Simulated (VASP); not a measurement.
# Si2W3 (P4/mbm) in VASP: single point with PBE

Aim: the single point of Si2W3 with PBE.

Program: VASP 6.6.1. These are calculated values, not measurements. Logs are shortened: lines on timing, memory, paths and dates and some standing lists are left out, and cuts for length are marked.

## 1. The cell of the first run

The structure is tetragonal, space group P4/mbm (No. 127). The conventional cell has a = 7.160 Å, b = 7.160 Å, c = 3.312 Å, α = 90.00°, β = 90.00°, γ = 90.00°. Si (site symmetry m2m) has 8 W at 2.67 to 2.79 Å and 3 Si at 2.72 to 3.31 Å within 3.5 Å. W (site symmetry 4/m) has 4 Si at 2.79 Å and 10 W at 3.16 to 3.31 Å within 3.7 Å. Within 3.5 Å of W (site symmetry m2m) lie 6 Si at 2.67 to 2.68 Å and 7 W at 3.16 to 3.31 Å.

## 2. Single point, PBE (strain +0.080 along x and y, +0.000 along z)

Contents of INCAR:

```
SYSTEM = Si2W3
PREC     = Accurate       ! precision mode
ENCUT    = 520            ! plane-wave cutoff, eV
EDIFF    = 1E-6           ! SCF threshold, eV
ISMEAR   = 0              ! smearing method
SIGMA    = 0.15           ! smearing width, eV
LREAL    = .False.        ! projectors in reciprocal space
LASPH    = .True.         ! aspherical terms in the spheres
NELM     = 100            ! most SCF steps
ALGO     = Fast           ! electronic algorithm
ISIF     = 2              ! what is computed and relaxed
LWAVE    = .False.        ! write WAVECAR
LCHARG   = .False.        ! write CHGCAR
GGA      = PE             ! functional
NBANDS   = 61             ! bands
```

Contents of KPOINTS:

```
regular mesh
0
Gamma
  6 6 12
  0 0 0
```

Contents of POSCAR:

```
Si2W3
1.0
    7.1604370404      0.0000000000      0.0000000000
    0.0000000000      7.1604370404      0.0000000000
    0.0000000000      0.0000000000      3.3123213826
Si W
4 6
Direct
    0.1342329886      0.6342329886      0.0000000000
    0.8657670114      0.3657670114      0.0000000000
    0.6342329886      0.8657670114      0.0000000000
    0.3657670114      0.1342329886      0.0000000000
    0.5000000000      0.5000000000      0.0000000000
    0.0000000000      0.0000000000      0.0000000000
    0.6595119696      0.1595119696      0.5000000000
    0.3404880304      0.8404880304      0.5000000000
    0.1595119696      0.3404880304      0.5000000000
    0.8404880304      0.6595119696      0.5000000000
```

Potentials or basis: VASP PAW PBE potentials, release 64 (Si, W_sv).

Command:

```sh
> cat potpaw_PBE.64/Si/POTCAR potpaw_PBE.64/W_sv/POTCAR > POTCAR
> mpirun -np 1 vasp_std > vasp.out
```

OUTCAR:

```text
SYSTEM = Si2W3
   PREC = Accurate
   ENCUT = 520
   EDIFF = 1E-6
   ISMEAR = 0
   LREAL = .False.
   LASPH = .True.
   NELM = 100
   ISIF = 2
   GGA = PE

 ion  position               nearest neighbor table
   1  0.134  0.634  0.000-   8 2.67   8 2.67  10 2.68   9 2.68   9 2.68  10 2.68   2 2.72   5 2.79
                             6 2.79
   2  0.866  0.366  0.000-   7 2.67   7 2.67  10 2.68   9 2.68   9 2.68  10 2.68   1 2.72   5 2.79
                             6 2.79
   3  0.634  0.866  0.000-  10 2.67  10 2.67   7 2.68   7 2.68   8 2.68   8 2.68   4 2.72   5 2.79
                             6 2.79
   4  0.366  0.134  0.000-   9 2.67   9 2.67   7 2.68   7 2.68   8 2.68   8 2.68   3 2.72   5 2.79
                             6 2.79
   5  0.500  0.500  0.000-   1 2.79   2 2.79   3 2.79   4 2.79   7 3.16   8 3.16   9 3.16  10 3.16
                             7 3.16   8 3.16   9 3.16  10 3.16
   6  0.000  0.000  0.000-   1 2.79   2 2.79   3 2.79   4 2.79   7 3.16   8 3.16   9 3.16  10 3.16
                             7 3.16   8 3.16   9 3.16  10 3.16
   7  0.660  0.160  0.500-   2 2.67   2 2.67   4 2.68   3 2.68   3 2.68   4 2.68   6 3.16   5 3.16
                             5 3.16   6 3.16   8 3.23
   8  0.340  0.840  0.500-   1 2.67   1 2.67   4 2.68   3 2.68   3 2.68   4 2.68   6 3.16   5 3.16
                             5 3.16   6 3.16   7 3.23
   9  0.160  0.340  0.500-   4 2.67   4 2.67   1 2.68   1 2.68   2 2.68   2 2.68   6 3.16   5 3.16
                             5 3.16   6 3.16  10 3.23
  10  0.840  0.660  0.500-   3 2.67   3 2.67   1 2.68   1 2.68   2 2.68   2 2.68   6 3.16   5 3.16
                             5 3.16   6 3.16   9 3.23

  LATTYP: Found a simple tetragonal cell.
 ALAT       =     7.1604370404
 C/A-ratio  =     0.4625864823

  Lattice vectors:

 A1 = (   7.1604370404,   0.0000000000,   0.0000000000)
 A2 = (   0.0000000000,   7.1604370404,   0.0000000000)
 A3 = (   0.0000000000,   0.0000000000,   3.3123213826)

Analysis of symmetry for initial positions (statically):
=====================================================================
 Subroutine PRICEL returns:
 Original cell was already a primitive cell.

 Routine SETGRP: Setting up the symmetry group for a
 simple tetragonal supercell.

 Subroutine GETGRP returns: Found 16 space group operations
 (whereof  8 operations were pure point group operations)
 out of a pool of 16 trial point group operations.

The static configuration has the point symmetry C_4h.
 The point group associated with its full space group is D_4h.

Analysis of symmetry for dynamics (positions and initial velocities):
=====================================================================
 Subroutine PRICEL returns:
 Original cell was already a primitive cell.

[... 140 lines left out ...]
   EFERMI_NEDOS =   21; number of points for ismear=-14 and -15
   IALGO  =     68    algorithm
   IMIX   =      4    mixing-type and parameters
     AMIX     =   0.40;   BMIX     =  1.00
     AMIX_MAG =   1.60;   BMIX_MAG =  1.00
  volume/ion in A,a.u.               =      16.98       114.61
  Fermi-wavevector in a.u.,A,eV,Ry     =   1.372159  2.593004 25.617312  1.882819
  Thomas-Fermi vector in A             =   2.497791
   LORBIT       =      0    0 simple, 1 ext, 2 COOP (PROOUT), +10 PAW based schemes
   GGA     = PE    functional components
   LHFCALC =     F    Hartree Fock is set to
   AEXX    =    0.0000 exact exchange contribution
   IVDW    =     0    specifies the selected vdW correction
   LEPSILON=     F    determine dielectric tensor
   LRPA    =     F    only Hartree local field effects (RPA)
 non-spin polarized calculation
 RMM-DIIS sequential band-by-band and
 Gauss-broadening in eV      SIGMA  =   0.15
  energy-cutoff  :      520.00
  volume of cell :      169.83
 maximum number of plane-waves:      4598
 NGX is ok and might be reduce to    54
   NGX = 27   NGY = 27   NGZ = 13

 number of electron     100.0000000 magnetization

 number of electron      99.9999992 magnetization

 Free energy of the ion-electron system (eV)
  ---------------------------------------------------
  ext. energy  EPLUGINS =         0.00000000
  ---------------------------------------------------
  free energy    TOTEN  =       -96.66152632 eV

  energy without entropy =      -96.58101228  energy(sigma->0) =      -96.62126930

 E-fermi :   9.5889     XC(G=0): -12.1717

 val. band max:        9.5803338251   @ k =   0.3333   0.1667   0.0833
 cond. band min:       9.5907253464   @ k =   0.3333   0.1667   0.2500
 fundamental gap:      0.0103915214
 Fermi energy:         9.5889095307

 k-point     1 :       0.0000    0.0000    0.0000
  band No.  band energies     occupation
      1     -64.8711      2.00000
      2     -64.8648      2.00000
      3     -64.8476      2.00000
      4     -64.8448      2.00000
      5     -64.8448      2.00000
      6     -64.8422      2.00000
[... 1525 lines left out ...]
     60      11.5169      0.00000
     61      11.8833      0.00000

 [... further k-points ...]

------------------------ aborting loop because EDIFF is reached ----------------------------------------

  FORCE on cell =-STRESS in cart. coord.  units (eV):
  Direction    XX          YY          ZZ          XY          YZ          ZX
  --------------------------------------------------------------------------------------
  -------------------------------------------------------------------------------------
  Total      -32.1190451    -32.1190451    -24.4552481      0.0000000      0.0000000      0.0000000
  in kB     -303.0132914   -303.0132914   -230.7125004      0.0000000      0.0000000      0.0000000
  external PRESSURE =    -278.9130277 kB  Pullay stress =       0.0000000 kB

 VOLUME and BASIS-vectors are now :
 -----------------------------------------------------------------------------
  energy-cutoff  :      520.00
  volume of cell :      169.83
      direct lattice vectors                 reciprocal lattice vectors
     7.160437040  0.000000000  0.000000000     0.139656280  0.000000000  0.000000000
     0.000000000  7.160437040  0.000000000     0.000000000  0.139656280  0.000000000
     0.000000000  0.000000000  3.312321383     0.000000000  0.000000000  0.301903072

 POSITION                                       TOTAL-FORCE (eV/Angst)
 -----------------------------------------------------------------------------------
      0.96117      4.54139      0.00000         0.093721      0.093721      0.000000
      6.19927      2.61905      0.00000        -0.093721     -0.093721     -0.000000
      4.54139      6.19927      0.00000         0.093721     -0.093721      0.000000
      2.61905      0.96117      0.00000        -0.093721      0.093721     -0.000000
      3.58022      3.58022      0.00000         0.000000      0.000000     -0.000000
      0.00000      0.00000      0.00000         0.000000      0.000000     -0.000000
      4.72239      1.14218      1.65616        -0.397176     -0.397176     -0.000000
      2.43804      6.01826      1.65616         0.397176      0.397176     -0.000000
      1.14218      2.43804      1.65616        -0.397176      0.397176      0.000000
      6.01826      4.72239      1.65616         0.397176     -0.397176     -0.000000
 -----------------------------------------------------------------------------------
    total drift:                               -0.000000     -0.000000      0.000000

  FREE ENERGIE OF THE ION-ELECTRON SYSTEM (eV)
  ---------------------------------------------------
  free  energy   TOTEN  =       -96.6615263178 eV

  energy  without entropy=      -96.5810122791  energy(sigma->0) =      -96.62126930
```

stdout:

```text
POSCAR found type information on POSCAR SiW
 POSCAR found :  2 types and      10 ions
 scaLAPACK will be used
 LDA part: xc-table for (Slater+PW92), standard interpolation
 POSCAR, INCAR and KPOINTS ok, starting setup
 FFT: planning ... GRIDC
 FFT: planning ... GRID_SOFT
 FFT: planning ... GRID
 WAVECAR not read
 entering main loop
```

Run time: 7.5 min. Hardware: 1 thread of Intel Xeon 6975P-C (Granite Rapids), shared host; peak memory 0.62 GiB.

Results:

| Item | Value |
| --- | --- |
| Free energy | -96.6615 eV |
| Pressure | -27.9 GPa |
| Largest force | 0.562 eV/Å |
| Band gap on the k mesh | zero (bands 50 and 51 overlap by 0.94 eV) |

Forces on the atoms (eV/Å):
```
Si   0.094  0.094  0.000
Si  -0.094 -0.094  0.000
Si   0.094 -0.094  0.000
Si  -0.094  0.094  0.000
W    0.000  0.000  0.000
W    0.000  0.000  0.000
W   -0.397 -0.397  0.000
W    0.397  0.397  0.000
W   -0.397  0.397  0.000
W    0.397 -0.397  0.000
```

Levels at points of the mesh, in eV from the Fermi level:
| k point | band 46 | band 47 | band 48 | band 49 | band 50 | band 51 | band 52 | band 53 | band 54 | band 55 |
| --- | --- | --- | --- | --- | --- | --- | --- | --- | --- | --- |
| (0.00, 0.00, 0.00) | -0.69 | -0.38 | -0.38 | -0.37 | -0.29 | -0.29 | 0.43 | 0.53 | 0.62 | 0.93 |
| (0.50, 0.00, 0.00) | -1.02 | -0.97 | -0.97 | -0.69 | -0.69 | -0.22 | -0.22 | 0.21 | 0.21 | 0.54 |
| (0.50, 0.50, 0.00) | -1.25 | -1.24 | -1.24 | -0.18 | -0.18 | -0.15 | -0.15 | 0.23 | 0.23 | 0.44 |
| (0.00, 0.00, 0.50) | -1.81 | -1.81 | -1.11 | -1.08 | -1.07 | 1.36 | 1.36 | 1.59 | 1.77 | 1.90 |
| (0.50, 0.00, 0.50) | -1.65 | -0.36 | -0.36 | -0.13 | -0.13 | 0.36 | 0.36 | 1.63 | 1.63 | 1.81 |
| (0.50, 0.50, 0.50) | -2.54 | -0.30 | -0.30 | 0.65 | 0.65 | 0.90 | 0.90 | 0.95 | 0.95 | 1.47 |

Caveat: the cell differs from its parent crystal (strain +0.080 along x and y, +0.000 along z); the cell stands under tension; spin-orbit coupling is left out, which moves the levels of the heavy elements.
